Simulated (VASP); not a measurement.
**Pb: relaxation of cell and atoms with r2SCAN**

Crystal: Pb.

```
Pb
1.0
     0.00000    2.47502    2.47502
     2.47502    0.00000    2.47502
     2.47502    2.47502    0.00000
Pb
1
Cartesian
  0.0000 0.0000 0.0000
```

```yaml
Program: VASP 6.6.1
Task: relaxation of cell and atoms
Functional: r2SCAN
Potentials_or_basis: VASP PAW PBE potentials, release 64 (Pb_d)
Cutoff: 600 eV
k_mesh: 14 × 14 × 14
Occupations: gaussian, width 0.1 eV
Spin: no spin polarisation
Dipole_correction: no
Further_INCAR_settings: ALGO = Normal; EDIFF = 1e-06; IBRION = 2; EDIFFG = -0.005; NSW = 100; ISIF = 3
```

```yaml
Relaxed_volume: 31.19 Å³/atom
Relaxed_cell: a = 3.533 Å, b = 3.533 Å, c = 3.533 Å, α = 60.00°, β = 60.00°, γ = 60.00°
Space_group_after_relaxing_to_0.05_Å: Fm-3m (No. 225)
Energy_gained_by_relaxing: 3.5 meV/atom
Ionic_steps: 3
Pressure_after_relaxing: 0.0 GPa
Band_gap_on_the_k_mesh: zero (band 7 reaches 14.41 eV, above the bottom of band 8 at 5.38 eV)
```

The path:
```csv
step,energy change (eV),largest force (eV/Å),pressure (GPa),volume (Å³)
1,0.0000,0.0000,1.34,30.32
2,-0.0033,0.0000,-0.36,31.45
3,-0.0035,0.0000,0.01,31.19
```

Final structure:
```cif
data_structure
_symmetry_space_group_name_H-M 'P 1'
_symmetry_Int_Tables_number 1
_cell_length_a 3.5334
_cell_length_b 3.5334
_cell_length_c 3.5334
_cell_angle_alpha 60.000
_cell_angle_beta 60.000
_cell_angle_gamma 60.000
_cell_volume 31.19
loop_
_atom_site_label
_atom_site_type_symbol
_atom_site_fract_x
_atom_site_fract_y
_atom_site_fract_z
_atom_site_occupancy
Pb1 Pb 0.00000 0.00000 0.00000 1
```

Levels at points of the mesh, in eV from the Fermi level:
```
           k point  band 5  band 6  band 7  band 8  band 9  band 10
(0.00, 0.00, 0.00)  -17.60  -12.13    7.47    7.47    7.47    10.37
(0.50, 0.00, 0.00)  -17.47   -8.49   -4.27    5.61    5.61     9.77
(0.50, 0.50, 0.00)  -17.43   -7.05   -3.37    2.06    2.06     5.80
```

It took 2.9 min on 1 thread of Intel(R) Xeon(R) 6975P-C (Granite Rapids), on a shared host, peak memory 0.2 GiB.

Caveat: the PAW data sets were made with another functional, which shifts forces and pressure a little; spin-orbit coupling is left out, which moves the levels of the heavy elements. Zero-point motion and thermal expansion aren't in these numbers.
